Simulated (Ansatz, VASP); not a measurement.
One calculation of CuO2, two programs

File INCAR:

```
SYSTEM = CuO2
ALGO = Normal
EDIFF = 1E-6
ENCUT = 520
GGA = PS
ISIF = 2
ISMEAR = 0
ISPIN = 2
LASPH = .TRUE.
LCHARG = .TRUE.
LELF = .TRUE.
LMAXMIX = 4
LORBIT = 11
LREAL = .FALSE.
LVHAR = .TRUE.
LWAVE = .FALSE.
MAGMOM = 1 0 0
NBANDS = 22
NELM = 150
PREC = Accurate
SIGMA = 0.1
```

The input KPOINTS:

```
k-points
0
G
  16 16 16
  0 0 0
```

POSCAR

```
CuO2
1.0
    0.0000000000      2.3844798727      2.3844798727
    2.3844798727      0.0000000000      2.3844798727
    2.3844798727      2.3844798727      0.0000000000
Cu O
1 2
Direct
    0.0000000000      0.0000000000      0.0000000000
    0.2500000000      0.2500000000      0.2500000000
    0.7500000000      0.7500000000      0.7500000000
```

Input for Ansatz:

```yaml
crystal:
  lattice:
    - [0.0, 2.3844798727, 2.3844798727]
    - [2.3844798727, 0.0, 2.3844798727]
    - [2.3844798727, 2.3844798727, 0.0]
  atoms:
    - { symbol: Cu, position: [0.0, 0.0, 0.0], spin: 1.0 }
    - { symbol: O, position: [0.25, 0.25, 0.25] }
    - { symbol: O, position: [0.75, 0.75, 0.75] }
basis:
  ecutwfc: 420
kpoints:
  mp_grid: { grid: [16, 16, 16] }
hamiltonian:
  xc: pbesol
scf:
  occupations: { method: gaussian, width: 0.1 }
  lower_state_search: "off"
output:
  forces: true
  stress: true
  eigenvalues: true
  populations: true
magnetization:
  spin_polarized: true
```

Alike in both runs: task single point; functional PBEsol; k mesh 16 × 16 × 16; occupations gaussian, width 0.1 eV; collinear spin.

|  | VASP | Ansatz |
| --- | --- | --- |
| version | VASP 6.6.1 | Ansatz 0.2.0 |
| potentials or method | VASP PAW PBE potentials, release 64 (Cu, O), cutoff 520 eV | scalar-relativistic, plane waves, PAW |
| valence electrons in the cell | 23 | 31 |

```tsv
	VASP	Ansatz	Ansatz less VASP
gap on the k mesh at the Fermi level (eV)	none	none	-
pressure (GPa)	0.7	0.0	-0.71
net moment per atom (μB)	0.64	0.64	-0.003
size of the moment on the site where the two differ most (μB)	0.57	0.63	+0.055
```

VASP's potentials were made for PBE, not for PBEsol. Site moments also hang on the region over which each program counts them. A gap of «none» marks a metal or a gap that the smearing closes. With one functional, cell and mesh, what is left measures potentials, basis and numerics. VASP's potentials hold 23 valence electrons a cell and Ansatz's 31, so a difference there can come from the potentials and not from the codes.
